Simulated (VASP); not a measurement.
# Mn (Fm-3m) in VASP: notebook

Runs on Mn. Level: PBE. Tasks: relaxation of cell and atoms.

Program: VASP 6.6.1. These are calculated values, not measurements. Logs are shortened: lines on timing, memory, paths and dates and some standing lists are left out, and cuts for length are marked.

### Step 1. The cell of the first run

The structure is cubic, space group Fm-3m (No. 225). Conventional cell: a = 3.263 Å, b = 3.263 Å, c = 3.263 Å, α = 90.00°, β = 90.00°, γ = 90.00°. Within 3.0 Å of Mn (site symmetry m-3m) lie 12 Mn at 2.31 Å.

This isn't the form of Mn at room conditions, which is a 58-atom cubic cell.

### Step 2. Relaxation of cell and atoms, PBE, collinear spin, ferromagnetic start, target pressure 95 GPa, at which the enthalpy is minimised

File INCAR:

```
SYSTEM = Mn
PREC     = Accurate       ! precision mode
ENCUT    = 600            ! plane-wave cutoff, eV
EDIFF    = 1E-7           ! SCF threshold, eV
ISMEAR   = -1             ! smearing method
SIGMA    = 0.08           ! smearing width, eV
LREAL    = .False.        ! projectors in reciprocal space
LASPH    = .True.         ! aspherical terms in the spheres
NELM     = 150            ! most SCF steps
ALGO     = Normal         ! electronic algorithm
ISIF     = 3              ! what is computed and relaxed
LWAVE    = .False.        ! write WAVECAR
LCHARG   = .False.        ! write CHGCAR
ISPIN    = 2              ! spin polarisation
MAGMOM   = 3              ! initial moments
LORBIT   = 11             ! projections on sites
LMAXMIX  = 4              ! l up to which the mixer works
GGA      = PE             ! functional
IBRION   = 2              ! ionic algorithm
NSW      = 60             ! ionic steps
EDIFFG   = -0.005         ! ionic threshold
PSTRESS  = 950.0
```

File KPOINTS:

```
Automatic mesh
0
Gamma
  20 20 20
  0 0 0
```

File POSCAR:

```
Mn
1.0
    0.0000000000      1.6315698849      1.6315698849
    1.6315698849      0.0000000000      1.6315698849
    1.6315698849      1.6315698849      0.0000000000
Mn
1
Direct
    0.0000000000      0.0000000000      0.0000000000
```

Potentials or basis: VASP PAW PBE potentials, release 64 (Mn_pv).

Run with:

```sh
cat potpaw_PBE.64/Mn_pv/POTCAR > POTCAR
mpirun -np 1 vasp_std > vasp.out
```

OUTCAR:

```text
SYSTEM = Mn
   PREC = Accurate
   ENCUT = 600
   EDIFF = 1E-7
   ISMEAR = -1
   LREAL = .False.
   LASPH = .True.
   NELM = 150
   ISIF = 3
   ISPIN = 2
   LORBIT = 11
   GGA = PE
   IBRION = 2
   NSW = 60
   EDIFFG = -0.005
   PSTRESS = 950.0

 ion  position               nearest neighbor table
   1  0.000  0.000  0.000-

  LATTYP: Found a face centered cubic cell.
 ALAT       =     3.2631397698

  Lattice vectors:

 A1 = (   0.0000000000,   1.6315698849,   1.6315698849)
 A2 = (   1.6315698849,   0.0000000000,   1.6315698849)
 A3 = (   1.6315698849,   1.6315698849,   0.0000000000)

Analysis of symmetry for initial positions (statically):
=====================================================================
 Subroutine PRICEL returns:
 Original cell was already a primitive cell.

 Routine SETGRP: Setting up the symmetry group for a
 face centered cubic supercell.

 Subroutine GETGRP returns: Found 48 space group operations
 (whereof 48 operations were pure point group operations)
 out of a pool of 48 trial point group operations.

The static configuration has the point symmetry O_h .

Analysis of symmetry for dynamics (positions and initial velocities):
=====================================================================
 Subroutine PRICEL returns:
 Original cell was already a primitive cell.

 Routine SETGRP: Setting up the symmetry group for a
 face centered cubic supercell.

 Subroutine GETGRP returns: Found 48 space group operations
 (whereof 48 operations were pure point group operations)
 out of a pool of 48 trial point group operations.

The dynamic configuration has the point symmetry O_h .

Analysis of structural, dynamic, and magnetic symmetry:
=====================================================================
 Subroutine PRICEL returns:
 Original cell was already a primitive cell.

 Routine SETGRP: Setting up the symmetry group for a
 face centered cubic supercell.

 Subroutine GETGRP returns: Found 48 space group operations
 (whereof 48 operations were pure point group operations)
 out of a pool of 48 trial point group operations.

The overall configuration has the point symmetry O_h .

 Subroutine INISYM returns: Found 48 space group operations
 (whereof 48 operations are pure point group operations),
 and found     1 'primitive' translations

----------------------------------------------------------------------------------------

                                     Primitive cell

  volume of cell :       8.6865

  direct lattice vectors                    reciprocal lattice vectors
     0.000000000  1.631569885  1.631569885    -0.306453315  0.306453315  0.306453315
     1.631569885  0.000000000  1.631569885     0.306453315 -0.306453315  0.306453315
     1.631569885  1.631569885  0.000000000     0.306453315  0.306453315 -0.306453315

  length of vectors
     2.307388259  2.307388259  2.307388259     0.530792712  0.530792712  0.530792712

  position of ions in fractional coordinates (direct lattice)
     0.000000000  0.000000000  0.000000000

  ion indices of the primitive-cell ions
   primitive index   ion index
                 1           1

----------------------------------------------------------------------------------------

 KPOINTS: Automatic mesh

Automatic generation of k-mesh.
 Grid dimensions read from file:
 generate k-points for:   20   20   20

 Generating k-lattice:

  Cartesian coordinates                     Fractional coordinates (reciprocal lattice)
    -0.015322666  0.015322666  0.015322666     0.050000000  0.000000000  0.000000000
     0.015322666 -0.015322666  0.015322666     0.000000000  0.050000000  0.000000000
     0.015322666  0.015322666 -0.015322666     0.000000000  0.000000000  0.050000000

  Length of vectors
     0.026539636  0.026539636  0.026539636

  Shift w.r.t. Gamma in fractional coordinates (k-lattice)
     0.000000000  0.000000000  0.000000000

 Subroutine IBZKPT returns following result:
 ===========================================

 Found    256 irreducible k-points:

 Following reciprocal coordinates:
            Coordinates               Weight
  0.000000  0.000000  0.000000      1.000000
  0.050000  0.000000  0.000000      8.000000
  0.100000  0.000000  0.000000      8.000000
  0.150000  0.000000  0.000000      8.000000
  0.200000  0.000000  0.000000      8.000000
  0.250000  0.000000  0.000000      8.000000
[... 16 lines left out ...]
 -0.400000  0.050000  0.000000     24.000000
 -0.350000  0.050000  0.000000     24.000000
 [... further k-points ...]
   k-points           NKPTS =    256   k-points in BZ     NKDIM =    256   number of bands    NBANDS=     12
   number of dos      NEDOS =    301   number of ions     NIONS =      1
   total plane-waves  NPLWV =   5832
   dimension x,y,z NGX =    18 NGY =   18 NGZ =   18
   dimension x,y,z NGXF=    36 NGYF=   36 NGZF=   36
   ions per type =               1
   NGX,Y,Z   is equivalent  to a cutoff of  12.97, 12.97, 12.97 a.u.
   NGXF,Y,Z  is equivalent  to a cutoff of  25.94, 25.94, 25.94 a.u.
 SYSTEM =  Mn
   PREC   = accura    normal or accurate (medium, high low for compatibility)
   ISTART =      0    job   : 0-new  1-cont  2-samecut
   ICHARG =      2    charge: 1-file 2-atom 10-const
   ISPIN  =      2    spin polarized calculation?
   LNONCOLLINEAR =      F non collinear calculations
   LSORBIT =      F    spin-orbit coupling
   LASPH  =      T    aspherical Exc in radial PAW
   ENCUT  =  600.0 eV  44.10 Ry    6.64 a.u.   4.61  4.61  4.61*2*pi/ulx,y,z
   NELM   =    150;   NELMIN=  2; NELMDL= -5     # of ELM steps
   EDIFF  = 0.1E-06   stopping-criterion for ELM
   LREAL  =      F    real-space projection
   EDIFFG = -.5E-02   stopping-criterion for IOM
   NSW    =     60    number of steps for IOM
   IBRION =      2    ionic relax: 0-MD 1-quasi-New 2-CG
   NFREE  =      1    steps in history (QN), initial steepest desc. (CG)
   ISIF   =      3    stress and relaxation
   ISYM   =      2    0-nonsym 1-usesym 2-fastsym
   POTIM  = 0.5000    time-step for ionic-motion
   TEBEG  =    0.0;   TEEND  =   0.0 temperature during run
   PSTRESS=  950.0 pullay stress
   NELECT =      13.0000    total number of electrons
   NUPDOWN=      -1.0000    fix difference up-down
   EMIN   =  10.00;   EMAX   =-10.00  energy-range for DOS
   EFERMI =   0.00;   METHOD = LEGACY
   ISMEAR =    -1;   SIGMA  =   0.08  broadening in eV -4-tet -1-fermi 0-gaus
   EFERMI_NEDOS =   21; number of points for ismear=-14 and -15
   IALGO  =     38    algorithm
   IMIX   =      4    mixing-type and parameters
     AMIX     =   0.40;   BMIX     =  1.00
     AMIX_MAG =   1.60;   BMIX_MAG =  1.00
  volume/ion in A,a.u.               =       8.69        58.62
  Fermi-wavevector in a.u.,A,eV,Ry     =   1.872580  3.538662 47.709564  3.506554
  Thomas-Fermi vector in A             =   2.917924
   LORBIT       =     11    0 simple, 1 ext, 2 COOP (PROOUT), +10 PAW based schemes
   GGA     = PE    functional components
   LHFCALC =     F    Hartree Fock is set to
   AEXX    =    0.0000 exact exchange contribution
   IVDW    =     0    specifies the selected vdW correction
   LEPSILON=     F    determine dielectric tensor
   LRPA    =     F    only Hartree local field effects (RPA)
 conjugate gradient relaxation of ions
 spin polarized calculation
  energy-cutoff  :      600.00
  volume of cell :        8.69
 maximum number of plane-waves:       303
   NGX =  9   NGY =  9   NGZ =  9

--------------------------------------- Ionic step        1  -------------------------------------------

 number of electron      13.0000014 magnetization      -0.0030127

 number of electron      13.0000014 magnetization       0.0000022

 Free energy of the ion-electron system (eV)
  ---------------------------------------------------
  ext. energy  EPLUGINS =         0.00000000
  ---------------------------------------------------
  free energy    TOTEN  =        -8.42435149 eV

  energy without entropy =       -8.40016311  energy(sigma->0) =       -8.41225730

------------------------ aborting loop because EDIFF is reached ----------------------------------------

  FORCE on cell =-STRESS in cart. coord.  units (eV):
  Direction    XX          YY          ZZ          XY          YZ          ZX
  --------------------------------------------------------------------------------------
  -------------------------------------------------------------------------------------
  Total        5.1670967      5.1670967      5.1670967     -0.0000000     -0.0000000      0.0000000
  in kB      953.0378225    953.0378225    953.0378225     -0.0000000     -0.0000000      0.0000000
  external PRESSURE =       3.0378225 kB  Pullay stress =     950.0000000 kB

 VOLUME and BASIS-vectors are now :
 -----------------------------------------------------------------------------
  energy-cutoff  :      600.00
  volume of cell :        8.69
      direct lattice vectors                 reciprocal lattice vectors
     0.000000000  1.631569885  1.631569885    -0.306453315  0.306453315  0.306453315
     1.631569885  0.000000000  1.631569885     0.306453315 -0.306453315  0.306453315
     1.631569885  1.631569885  0.000000000     0.306453315  0.306453315 -0.306453315
[... 46 lines left out ...]
  FREE ENERGIE OF THE ION-ELECTRON SYSTEM (eV)
  ---------------------------------------------------
  free  energy   TOTEN  =        -8.4365756236 eV

  energy  without entropy=       -8.4123280608  energy(sigma->0) =       -8.42445184

  enthalpy is  TOTEN    =        -3.2736617966 eV   P V=        5.1629138270

--------------------------------------- Ionic step        3  -------------------------------------------

 number of electron      13.0000014 magnetization      -0.0000001

 number of electron      13.0000014 magnetization       0.0000001

 Free energy of the ion-electron system (eV)
  ---------------------------------------------------
  ext. energy  EPLUGINS =         0.00000000
  ---------------------------------------------------
  free energy    TOTEN  =        -8.42665759 eV

  energy without entropy =       -8.40245815  energy(sigma->0) =       -8.41455787

 E-fermi :  13.8545     XC(G=0): -15.3540

 val. band max:       13.8473121489   @ k =   0.4500   0.3500   0.0500
 cond. band min:      13.8554533628   @ k =  -0.4000   0.3000   0.1500
 fundamental gap:      0.0081412138
 Fermi energy:        13.8545154781

 spin component 1

 k-point     1 :       0.0000    0.0000    0.0000
  band No.  band energies     occupation
      1     -33.6063      1.00000
      2     -33.6063      1.00000
      3     -33.6063      1.00000
      4       4.6539      1.00000
      5      12.2754      1.00000
      6      12.2754      1.00000
      7      12.2754      1.00000
      8      14.5774      0.00012
      9      14.5774      0.00012
     10      36.6050      0.00000
     11      43.9337      0.00000
     12      43.9338      0.00000

 k-point     2 :       0.0500    0.0000    0.0000
  band No.  band energies     occupation
      1     -33.6447      1.00000
      2     -33.6109      1.00000
      3     -33.6109      1.00000
      4       4.7825      1.00000
      5      12.2123      1.00000
      6      12.3205      1.00000
      7      12.3205      1.00000
      8      14.5508      0.00017
      9      14.5508      0.00017
     10      36.6915      0.00000
     11      42.8168      0.00000
     12      44.0206      0.00000
[... 316 lines left out ...]
 k-point    24 :      -0.3500    0.0500    0.0000
  band No.  band energies     occupation
      1     -34.8521      1.00000
      2     -33.8016      1.00000
      3     -33.7522      1.00000
      4       8.2132      1.00000
      5      12.2466      1.00000
      6      12.3682      1.00000
      7      12.7452      1.00000
      8      15.3969      0.00000
      9      16.0717      0.00000
     10      28.5195      0.00000
     11      36.1955      0.00000
     12      43.1797      0.00000

 [... further k-points ...]

 spin component 2

 k-point     1 :       0.0000    0.0000    0.0000
  band No.  band energies     occupation
      1     -33.6063      1.00000
      2     -33.6063      1.00000
      3     -33.6063      1.00000
      4       4.6539      1.00000
      5      12.2754      1.00000
      6      12.2754      1.00000
      7      12.2754      1.00000
      8      14.5774      0.00012
      9      14.5774      0.00012
     10      36.6050      0.00000
     11      43.9337      0.00000
     12      43.9338      0.00000

 k-point     2 :       0.0500    0.0000    0.0000
  band No.  band energies     occupation
      1     -33.6447      1.00000
      2     -33.6109      1.00000
      3     -33.6109      1.00000
      4       4.7825      1.00000
      5      12.2123      1.00000
      6      12.3205      1.00000
      7      12.3205      1.00000
      8      14.5508      0.00017
      9      14.5508      0.00017
     10      36.6915      0.00000
     11      42.8168      0.00000
     12      44.0206      0.00000
[... 352 lines left out ...]
 POSITION                                       TOTAL-FORCE (eV/Angst)
 -----------------------------------------------------------------------------------
      0.00000      0.00000      0.00000         0.000000      0.000000     -0.000000
 -----------------------------------------------------------------------------------
    total drift:                                0.000000     -0.000000     -0.000000

  FREE ENERGIE OF THE ION-ELECTRON SYSTEM (eV)
  ---------------------------------------------------
  free  energy   TOTEN  =        -8.4266575856 eV

  energy  without entropy=       -8.4024581498  energy(sigma->0) =       -8.41455787

  enthalpy is  TOTEN    =        -3.2737284615 eV   P V=        5.1529291241

 reached required accuracy - stopping structural energy minimisation

 total charge

# of ion       s       p       d       tot
------------------------------------------
    1        0.524   6.568   5.415  12.506

 magnetization (x)

# of ion       s       p       d       tot
------------------------------------------
    1       -0.000  -0.000  -0.000  -0.000
```

It took 2.2 min on 1 thread of Intel Xeon Platinum 8488C (Sapphire Rapids), shared host; peak memory 0.17 GiB.

What came out:

- Free energy: -8.4267 eV
- Relaxed volume: 8.69 Å³/atom
- Relaxed cell: a = 2.308 Å, b = 2.308 Å, c = 2.308 Å, α = 60.00°, β = 60.00°, γ = 60.00°
- Space group after relaxing (to 0.1 Å): Fm-3m (No. 225)
- Energy change on relaxing (the run minimises the enthalpy): -2.3 meV/atom
- Ionic steps: 3
- Pressure after relaxing: 95.0 GPa
- Net moment: 0.00 μB per cell
- Valence electrons inside the program's atomic spheres: Mn 12.51

Step by step:
```tsv
step	energy change (eV)	largest force (eV/Å)	pressure (GPa)	volume (Å³)
1	0.0000	0.0000	95.30	8.69
2	-0.0122	0.0000	93.75	8.71
3	-0.0023	0.0000	95.01	8.69
```

Final structure:
```
CELL_PARAMETERS angstrom
0.00000 1.63181 1.63181
1.63181 0.00000 1.63181
1.63181 1.63181 0.00000
ATOMIC_POSITIONS crystal
Mn 0.00000 0.00000 0.00000
```

Caveat: the cell is relaxed towards a set pressure, so the run minimises the enthalpy, not the energy; the moments typed at the start vanished in this run.

(Part 1 of 2 ends here.)
